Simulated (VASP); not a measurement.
# NaH (Pm-3m) in VASP: vibrations by perturbation theory with PBEsol

Aim: the vibrations by perturbation theory of NaH with PBEsol.

Program: VASP 6.6.1. These are calculated values, not measurements. Logs are shortened: lines on timing, memory, paths and dates and some standing lists are left out, and cuts for length are marked.

### 1 The cell of the first run

Symmetry: Pm-3m, No. 221, cubic system. The conventional cell has a = 2.955 Å, b = 2.955 Å, c = 2.955 Å, α = 90.00°, β = 90.00°, γ = 90.00°. Within 3.4 Å of Na (site symmetry m-3m) lie 8 H at 2.56 Å and 6 Na at 2.96 Å. H (site symmetry m-3m) has 8 Na at 2.56 Å and 6 H at 2.96 Å within 3.4 Å.

### 2 Vibrations by perturbation theory, PBEsol

The input, INCAR:

```
ALGO = Normal
EDIFF = 1E-8
ENCUT = 520
GGA = PS
IBRION = 8
ISIF = 2
ISMEAR = 0
LASPH = True
LCHARG = False
LREAL = False
LWAVE = False
NELM = 100
NSW = 1
PREC = Accurate
SIGMA = 0.01
```

The input, KPOINTS:

```
k-points
0
Gamma
  3 3 3
```

The input, POSCAR:

```
NaH
1.0
    2.9551240000      0.0000000000      0.0000000000
    0.0000000000      2.9551240000      0.0000000000
    0.0000000000      0.0000000000      2.9551240000
Na H
1 1
Direct
    0.0000000000      0.0000000000      0.0000000000
    0.5000000000      0.5000000000      0.5000000000
```

Potentials or basis: VASP PAW PBE potentials, release 64 (Na_pv, H).

The run is started by

```console
> cat potpaw_PBE.64/Na_pv/POTCAR potpaw_PBE.64/H/POTCAR > POTCAR
> mpirun -np 1 vasp_std > vasp.out
```

OUTCAR:

```text
EDIFF = 1E-8
   ENCUT = 520
   GGA = PS
   IBRION = 8
   ISIF = 2
   ISMEAR = 0
   LASPH = True
   LREAL = False
   NELM = 100
   NSW = 1
   PREC = Accurate

 ion  position               nearest neighbor table
   1  0.000  0.000  0.000-
   2  0.500  0.500  0.500-

  LATTYP: Found a simple cubic cell.
 ALAT       =     2.9551240000

  Lattice vectors:

 A1 = (   2.9551240000,   0.0000000000,   0.0000000000)
 A2 = (   0.0000000000,   2.9551240000,   0.0000000000)
 A3 = (   0.0000000000,   0.0000000000,   2.9551240000)

Analysis of symmetry for initial positions (statically):
=====================================================================
 Subroutine PRICEL returns:
 Original cell was already a primitive cell.

 Routine SETGRP: Setting up the symmetry group for a
 simple cubic supercell.

 Subroutine GETGRP returns: Found 48 space group operations
 (whereof 48 operations were pure point group operations)
 out of a pool of 48 trial point group operations.

The static configuration has the point symmetry O_h .

Analysis of symmetry for dynamics (positions and initial velocities):
=====================================================================
 Subroutine PRICEL returns:
 Original cell was already a primitive cell.

 Routine SETGRP: Setting up the symmetry group for a
 simple cubic supercell.

 Subroutine GETGRP returns: Found 48 space group operations
 (whereof 48 operations were pure point group operations)
 out of a pool of 48 trial point group operations.

The dynamic configuration has the point symmetry O_h .

 Subroutine INISYM returns: Found 48 space group operations
 (whereof 48 operations are pure point group operations),
 and found     1 'primitive' translations

----------------------------------------------------------------------------------------

                                     Primitive cell

  volume of cell :      25.8064

  direct lattice vectors                    reciprocal lattice vectors
     2.955124000  0.000000000  0.000000000     0.338395275  0.000000000  0.000000000
     0.000000000  2.955124000  0.000000000     0.000000000  0.338395275  0.000000000
     0.000000000  0.000000000  2.955124000     0.000000000  0.000000000  0.338395275

  length of vectors
     2.955124000  2.955124000  2.955124000     0.338395275  0.338395275  0.338395275

  position of ions in fractional coordinates (direct lattice)
     0.000000000  0.000000000  0.000000000
     0.500000000  0.500000000  0.500000000

  ion indices of the primitive-cell ions
   primitive index   ion index
                 1           1
                 2           2

----------------------------------------------------------------------------------------

 KPOINTS: k-points

Automatic generation of k-mesh.
 Grid dimensions read from file:
 generate k-points for:    3    3    3

 Generating k-lattice:

  Cartesian coordinates                     Fractional coordinates (reciprocal lattice)
     0.112798425  0.000000000  0.000000000     0.333333333  0.000000000  0.000000000
     0.000000000  0.112798425  0.000000000     0.000000000  0.333333333  0.000000000
     0.000000000  0.000000000  0.112798425     0.000000000  0.000000000  0.333333333

  Length of vectors
     0.112798425  0.112798425  0.112798425

  Shift w.r.t. Gamma in fractional coordinates (k-lattice)
     0.000000000  0.000000000  0.000000000

 Subroutine IBZKPT returns following result:
 ===========================================

[... 54 lines left out ...]
   IVDW    =     0    specifies the selected vdW correction
   LEPSILON=     F    determine dielectric tensor
   LRPA    =     F    only Hartree local field effects (RPA)
 non-spin polarized calculation
 Gauss-broadening in eV      SIGMA  =   0.01
  energy-cutoff  :      520.00
  volume of cell :       25.81
 maximum number of plane-waves:       739
 NGX is ok and might be reduce to    24
   NGX = 11   NGY = 11   NGZ = 11

--------------------------------------- Ionic step        1  -------------------------------------------

 number of electron       8.0000007 magnetization

 Free energy of the ion-electron system (eV)
  ---------------------------------------------------
  ext. energy  EPLUGINS =         0.00000000
  ---------------------------------------------------
  free energy    TOTEN  =        -4.91543104 eV

  energy without entropy =       -4.91543104  energy(sigma->0) =       -4.91543104

 E-fermi :  -0.4842     XC(G=0):  -8.2889

 val. band max:       -0.5871894815   @ k =   0.3333   0.3333   0.3333
 cond. band min:       3.9217698207   @ k =   0.3333   0.0000   0.0000
 fundamental gap:      4.5089593022
 Fermi energy:        -0.4841628808

 k-point     1 :       0.0000    0.0000    0.0000
  band No.  band energies     occupation
      1     -23.0414      2.00000
      2     -23.0414      2.00000
      3     -23.0414      2.00000
      4      -4.7715      2.00000
      5       9.9063      0.00000
      6      12.0450      0.00000
      7      12.0450      0.00000
      8      13.6336      0.00000
[... 23 lines left out ...]
 k-point     4 :       0.3333    0.3333    0.3333
  band No.  band energies     occupation
      1     -23.1456      2.00000
      2     -23.1376      2.00000
      3     -23.1376      2.00000
      4      -0.5872      2.00000
      5       6.3705      0.00000
      6       7.6777      0.00000
      7       7.6777      0.00000
      8      13.0457      0.00000

------------------------ aborting loop because EDIFF is reached ----------------------------------------

  FORCE on cell =-STRESS in cart. coord.  units (eV):
  Direction    XX          YY          ZZ          XY          YZ          ZX
  --------------------------------------------------------------------------------------
  -------------------------------------------------------------------------------------
  Total       -0.1746951     -0.1746951     -0.1746951      0.0000000      0.0000000     -0.0000000
  in kB      -10.8458617    -10.8458617    -10.8458617      0.0000000      0.0000000     -0.0000000
  external PRESSURE =     -10.8458617 kB  Pullay stress =       0.0000000 kB

 VOLUME and BASIS-vectors are now :
 -----------------------------------------------------------------------------
  energy-cutoff  :      520.00
  volume of cell :       25.81
      direct lattice vectors                 reciprocal lattice vectors
     2.955124000  0.000000000  0.000000000     0.338395275  0.000000000  0.000000000
     0.000000000  2.955124000  0.000000000     0.000000000  0.338395275  0.000000000
     0.000000000  0.000000000  2.955124000     0.000000000  0.000000000  0.338395275

 POSITION                                       TOTAL-FORCE (eV/Angst)
 -----------------------------------------------------------------------------------
      0.00000      0.00000      0.00000         0.000000      0.000000      0.000000
      1.47756      1.47756      1.47756         0.000000      0.000000      0.000000
 -----------------------------------------------------------------------------------
    total drift:                                0.000000      0.000000      0.000000

  FREE ENERGIE OF THE ION-ELECTRON SYSTEM (eV)
  ---------------------------------------------------
  free  energy   TOTEN  =        -4.9154310418 eV

  energy  without entropy=       -4.9154310418  energy(sigma->0) =       -4.91543104

[... ionic steps 2 to 3 ...]

--------------------------------------- Ionic step        4  -------------------------------------------

------------------------ aborting loop because EDIFF is reached ----------------------------------------

[... ionic steps 5 to 6 ...]

--------------------------------------- Ionic step        7  -------------------------------------------

 Free energy of the ion-electron system (eV)
  ---------------------------------------------------
  ---------------------------------------------------
  free energy    TOTEN  =        -0.01630033 eV

  energy without entropy =       -0.01630033

------------------------ aborting loop because EDIFF is reached ----------------------------------------

 INTERNAL STRAIN TENSOR  FOR ION    2  DIRECTION 1   (eV/Angst):
 -----------------------------------------------------------------------------
    -0.01194 -0.00000 -0.00000
    -0.00000  0.00426 -0.00000
     0.00000 -0.00000  0.00426

 INTERNAL STRAIN TENSOR FOR ION    2 for displacements in x,y,z  (eV/Angst):
          X           Y           Z          XY          YZ          ZX
  --------------------------------------------------------------------------------
  x     0.00000     0.00000     0.00000     0.00000     0.00000     0.00000
  y     0.00000     0.00000     0.00000     0.00000     0.00000     0.00000
  z     0.00000     0.00000     0.00000     0.00000     0.00000     0.00000

 SECOND DERIVATIVES (NOT SYMMETRIZED)
 ------------------------------------
               1X          1Y          1Z          2X          2Y          2Z
  1X    -0.541467    0.000000    0.000000    0.541467   -0.000000   -0.000000
  1Y     0.000000   -0.541467   -0.000000   -0.000000    0.541467    0.000000
  1Z    -0.000000   -0.000000   -0.541467    0.000000    0.000000    0.541467
  2X     0.525972   -0.000000   -0.000000   -0.525972    0.000000    0.000000
  2Y     0.000000    0.525972   -0.000000   -0.000000   -0.525972    0.000000
  2Z    -0.000000   -0.000000    0.525972    0.000000    0.000000   -0.525972

 Eigenvectors and eigenvalues of the dynamical matrix
 ----------------------------------------------------

   1 f  =   11.589007 THz    72.815881 2PiTHz  386.567677 cm-1    47.928262 meV
             X         Y         Z           dx          dy          dz
      0.000000  0.000000  0.000000     0.047379   -0.201550   -0.000000
      1.477562  1.477562  1.477562    -0.223875    0.952372    0.000000
[... 21 lines left out ...]
   6 f/i=    0.034076 THz     0.214104 2PiTHz    1.136641 cm-1     0.140925 meV
             X         Y         Z           dx          dy          dz
      0.000000  0.000000  0.000000     0.110392    0.971028   -0.045282
      1.477562  1.477562  1.477562     0.023362    0.205499   -0.009583

--------------------------------------------------------------------------------------------------------

 ELASTIC MODULI CONTR FROM IONIC RELAXATION (kBar)
 Direction    XX          YY          ZZ          XY          YZ          ZX
 --------------------------------------------------------------------------------
 XX           0.0000      0.0000      0.0000      0.0000      0.0000      0.0000
 YY           0.0000      0.0000      0.0000      0.0000      0.0000      0.0000
 ZZ           0.0000      0.0000      0.0000      0.0000      0.0000      0.0000
 XY           0.0000      0.0000      0.0000      0.0000      0.0000      0.0000
 YZ           0.0000      0.0000      0.0000      0.0000      0.0000      0.0000
 ZX           0.0000      0.0000      0.0000      0.0000      0.0000      0.0000
 --------------------------------------------------------------------------------
```

It took 8.6 s on 1 thread of Intel Xeon 6975P-C (Granite Rapids), shared host; peak memory 0.13 GiB.

Results:

```
Highest phonon frequency at Γ, LO-TO splitting left out : 387 cm⁻¹
```

Phonon frequencies in cm⁻¹ (negative: imaginary):
```csv
q point,frequencies
"(0.000, 0.000, 0.000)",-1 -1 -1 387 387 387
```

Caveat: the k points lie up to 0.71 Å⁻¹ apart; the cell wasn't relaxed at this level first, which shifts response properties; the PAW data sets were made with another functional, which shifts forces and pressure a little.
